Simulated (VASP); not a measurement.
Set up this calculation in VASP 6.6.1, as the native input.

| Quantity | Value |
| --- | --- |
| Task | single point |
| Functional | r2SCAN |
| Potentials or basis | VASP PAW PBE potentials, release 64 (Ag, Br) |
| Cutoff | 550 eV |
| k mesh | 6 × 6 × 4 |
| Occupations | gaussian, width 0.01 eV |
| Spin | no spin polarisation |
| Dipole correction | no |
| Further INCAR settings | ALGO = Normal; EDIFF = 1e-06; NBANDS = 26 |

AgBr:

```
Ag Br
1.0
     4.05078    0.00000    0.04104
     0.00000    4.05057    0.00000
    -0.05709    0.00000    5.72510
Ag Br
2 2
Direct
  0.74997 0.75000 0.74998
  0.25003 0.25000 0.25002
  0.24998 0.25000 0.75000
  0.75002 0.75000 0.25000
```

The input as run:

POSCAR

```
AgBr
1.0
    4.0507788772      0.0000000000      0.0410430813
    0.0000000000      4.0505695479      0.0000000000
   -0.0570884171      0.0000000000      5.7251025458
Ag Br
2 2
Direct
    0.7499714259      0.7500000000      0.7499778862
    0.2500285741      0.2500000000      0.2500221138
    0.2499845032      0.2500000000      0.7500035515
    0.7500154968      0.7500000000      0.2499964485
```

INCAR.step1

```
SYSTEM = AgBr
  ALGO = Normal
  EDIFF = 1E-5
  ENCUT = 550
  GGA = PE
  GGA_COMPAT = .False.
  ISMEAR = 0
  LASPH = .True.
  LCHARG = .False.
  LREAL = .False.
  LWAVE = .True.
  NBANDS = 26
  NELM = 120
  PREC = Accurate
  SIGMA = 0.01
```

INCAR.step2

```
SYSTEM = AgBr
  ALGO = Normal
  EDIFF = 1E-6
  ENCUT = 550
  GGA_COMPAT = .False.
  ISIF = 2
  ISMEAR = 0
  ISTART = 1
  LASPH = .True.
  LCHARG = .True.
  LELF = .True.
  LMIXTAU = .True.
  LREAL = .False.
  LVHAR = .True.
  LWAVE = .False.
  METAGGA = R2SCAN
  NBANDS = 26
  NELM = 120
  PREC = Accurate
  SIGMA = 0.01
```

KPOINTS

```
k-points
0
Gamma
  6 6 4
  0 0 0
```

Potentials or basis: VASP PAW PBE potentials, release 64 (Ag, Br).

Launch:

```console
$ cat potpaw_PBE.64/Ag/POTCAR potpaw_PBE.64/Br/POTCAR > POTCAR
$ cp INCAR.step1 INCAR
$ mpirun -np 1 vasp_std > vasp.out
$ cp INCAR.step2 INCAR
$ mpirun -np 1 vasp_std > vasp.out
```

Results of the run:

```yaml
Pressure: 1.4 GPa
Band_gap_on_the_k_mesh: 1.24 eV
```

Caveat: the PAW data sets were made with another functional, which shifts forces and pressure a little.

Run time: 3.3 min on 1 thread of Intel(R) Xeon(R) 6975P-C (Granite Rapids) (shared host), peak memory 0.31 GiB.
